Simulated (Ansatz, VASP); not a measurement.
WC: VASP beside Ansatz

The input INCAR:

```
SYSTEM = WC
PREC = Accurate ; ENCUT = 520
EDIFF = 1E-6 ; ISMEAR = -1
SIGMA = 0.05 ; LREAL = .FALSE.
LASPH = .TRUE. ; NELM = 150
ALGO = Normal ; ISIF = 2
LWAVE = .FALSE. ; LCHARG = .FALSE.
MAGMOM = 0 0 0 0 0 0 ; LORBIT = 11
LSORBIT = .TRUE. ; GGA_COMPAT = .FALSE.
LORBMOM = .TRUE. ; LMAXMIX = 4
NBANDS = 30
```

The input KPOINTS:

```
Automatic mesh
0
G
  10 10 9
  0 0 0
```

The input POSCAR:

```
WC
1.0
    2.9065000000      0.0000000000      0.0000000000
   -1.4532500000      2.5171028361      0.0000000000
    0.0000000000      0.0000000000      2.8366000000
W C
1 1
Direct
    0.0000000000      0.0000000000      0.0000000000
    0.6666666667      0.3333333333      0.5000000000
```

File input.yaml:

```yaml
crystal:
  lattice:
    - [2.9065, 0.0, 0.0]
    - [-1.45325, 2.5171028361, 0.0]
    - [0.0, 0.0, 2.8366]
  atoms:
    - { symbol: W, position: [0.0, 0.0, 0.0] }
    - { symbol: C, position: [0.6666666667, 0.3333333333, 0.5] }
hamiltonian:
  xc: lda
  pseudopotentials: { kind: paw_fr }
magnetization:
  noncollinear: true
  spin_orbit: true
kpoints:
  mp_grid: { grid: [10, 10, 9] }
  band_path:
    path:
      - [[0.0, 0.0, 0.0], [0.5, 0.0, 0.0], [0.3333333333, 0.3333333333, 0.0], [0.0, 0.0, 0.0], [0.0, 0.0, 0.5], [0.5, 0.0, 0.5], [0.3333333333, 0.3333333333, 0.5], [0.0, 0.0, 0.5]]
      - [[0.5, 0.0, 0.5], [0.5, 0.0, 0.0]]
      - [[0.3333333333, 0.3333333333, 0.0], [0.3333333333, 0.3333333333, 0.5]]
    npoints: 14
scf:
  occupations: { method: fermi_dirac, width: 0.05 }
  n_extra_bands: 6
output:
  forces: true
  stress: true
  eigenvalues: true
  fatbands: true
```

Alike in both runs: functional LDA; k mesh 10 × 10 × 9; occupations fermi-dirac, width 0.05 eV; non-collinear spin, spin-orbit coupling.

```csv
,VASP,Ansatz
version,VASP 6.6.1,Ansatz 0.2.0
potentials or method,"VASP PAW LDA potentials, release 64 (W_sv, C)",Ansatz PAW
plane-wave cutoff (eV),520,420
valence electrons in the cell,18,18
task,single point,band structure
```

Ansatz gave:

- pressure (GPa): -10.2
- traceless stress, the component that is largest in VASP (GPa): -1.69
- net moment per atom (μB): 0.00

Question: What did VASP give for the same quantities?

Answer: Pressure (GPa): -6.6; traceless stress, the component that is largest in VASP (GPa): -1.44; net moment per atom (μB): 0.00.

LDA's correlation is that of Perdew and Zunger in VASP and of Perdew and Wang (1992) in Ansatz.
